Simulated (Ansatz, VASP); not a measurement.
**One calculation of NiO, two programs**

The input INCAR:

```
ALGO = Normal
EDIFF = 1E-7
ENCUT = 520
GGA = PE
ISIF = 2
ISMEAR = -1
ISPIN = 2
LASPH = T
LCHARG = F
LMAXMIX = 4
LORBIT = 11
LREAL = F
LWAVE = F
MAGMOM = 1 0
NBANDS = 19
NELM = 150
PREC = Accurate
SIGMA = 0.05
```

Contents of KPOINTS:

```
k-points
0
Gamma
  11 11 10
```

POSCAR

```
NiO
1.0
    2.7830607900      0.0000000000      0.0000000000
   -1.3915303900      2.4102013400      0.0000000000
    0.0000000000      0.0000000000      2.7161294400
Ni O
1 1
Direct
    0.0120920000      0.0046890000     -0.0194750000
    0.6448660000      0.3277300000      0.5077570000
```

The input input.yaml:

```yaml
crystal:
  lattice:
    - [2.78306079, 0.0, 0.0]
    - [-1.39153039, 2.41020134, 0.0]
    - [0.0, 0.0, 2.71612944]
  atoms:
    - { symbol: Ni, position: [0.012092, 0.004689, -0.019475], spin: 1.0 }
    - { symbol: O, position: [0.644866, 0.32773, 0.507757] }
hamiltonian:
  xc: pbe
  pseudopotentials: { kind: paw }
magnetization:
  spin_polarized: true
kpoints:
  mp_grid: { grid: [11, 11, 10] }
scf:
  occupations: { method: fermi_dirac, width: 0.05 }
output:
  forces: true
  stress: true
  eigenvalues: true
```

Change from the starting cell: atoms moved at random, drawn with an rms of 0.05 Å.

Alike in both runs: task single point; functional PBE; k mesh 11 × 11 × 10; occupations fermi-dirac, width 0.05 eV; collinear spin, ferromagnetic start.

```csv
,VASP,Ansatz
version,VASP 6.6.1,Ansatz 0.2.0
potentials or method,"VASP PAW PBE potentials, release 64 (Ni, O)",Ansatz PAW
plane-wave cutoff (eV),520,420
valence electrons in the cell,16,24
```

```tsv
	VASP	Ansatz	Ansatz less VASP
gap on the k mesh at the Fermi level (eV)	none	none	-
pressure (GPa)	5.6	6.0	+0.35
traceless stress, the component that is largest in VASP (GPa)	-2.34	-2.08	+0.259
rms of the force components (eV/Å)	0.128	0.141	+0.0132
net moment per atom (μB)	0.87	0.90	+0.027
size of the moment on the site where the two differ most (μB)	0.37	0.39	+0.023
```

Site moments also hang on the region over which each program counts them. Atom by atom the forces differ by 0.014 eV/Å (rms over components). A gap of «none» marks a metal or a gap that the smearing closes. VASP's potentials hold 16 valence electrons a cell and Ansatz's 24, so a difference there can come from the potentials and not from the codes.
